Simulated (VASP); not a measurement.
A run of VASP 6.6.1 is set up as follows.

Contents of INCAR:

```
SYSTEM = BaCd3Se4
ALGO = Normal ; EDIFF = 1E-7
ENCUT = 520 ; GGA = PE
ISIF = 2 ; ISMEAR = 0
LASPH = .TRUE. ; LCHARG = .FALSE.
LREAL = .FALSE. ; LWAVE = .FALSE.
NBANDS = 45 ; NELM = 100
PREC = Accurate ; SIGMA = 0.15
```

KPOINTS

```
k-points
0
G
  3 3 2
  0 0 0
```

Contents of POSCAR:

```
BaCd3Se4
1.0
    5.4153875206      0.0000000000      0.0000000000
    0.0000000000      5.4153875206      0.0000000000
    0.0000000000      0.0000000000      8.9357274203
Ba Cd Se
1 3 4
Direct
    0.0000000000      0.0000000000      0.2802214686
    0.5000000000      0.0000000000      0.7159221444
    0.0000000000      0.5000000000      0.7159221444
    0.0000000000      0.0000000000      0.9281410559
    0.5000000000      0.5000000000      0.6159886575
    0.0000000000      0.0000000000      0.6304003763
    0.5000000000      0.0000000000      0.0371720015
    0.0000000000      0.5000000000      0.0371720015
```

Potentials or basis: VASP PAW PBE potentials, release 64 (Ba_sv, Cd, Se).

Run with:

```sh
$ cat potpaw_PBE.64/Ba_sv/POTCAR potpaw_PBE.64/Cd/POTCAR potpaw_PBE.64/Se/POTCAR > POTCAR
$ mpirun -np 1 vasp_std > vasp.out
```

Task: What does it give for the pressure?

Result: 0.2 GPa.

Task: What does it give for the band gap on the k mesh?

Result: Zero (band 35 reaches 1.59 eV, above the bottom of band 36 at 1.18 eV).

Forces in eV/Å, atoms in the order of the input:
```
Ba   0.000  0.000 -0.051
Cd   0.000  0.000  0.063
Cd   0.000  0.000  0.063
Cd   0.000  0.000  0.044
Se   0.000  0.000 -0.025
Se   0.000  0.000 -0.013
Se   0.000  0.000 -0.041
Se   0.000  0.000 -0.041
```

Caveat: the k points lie up to 0.39 Å⁻¹ apart; spin-orbit coupling is left out, which moves the levels of the heavy elements.
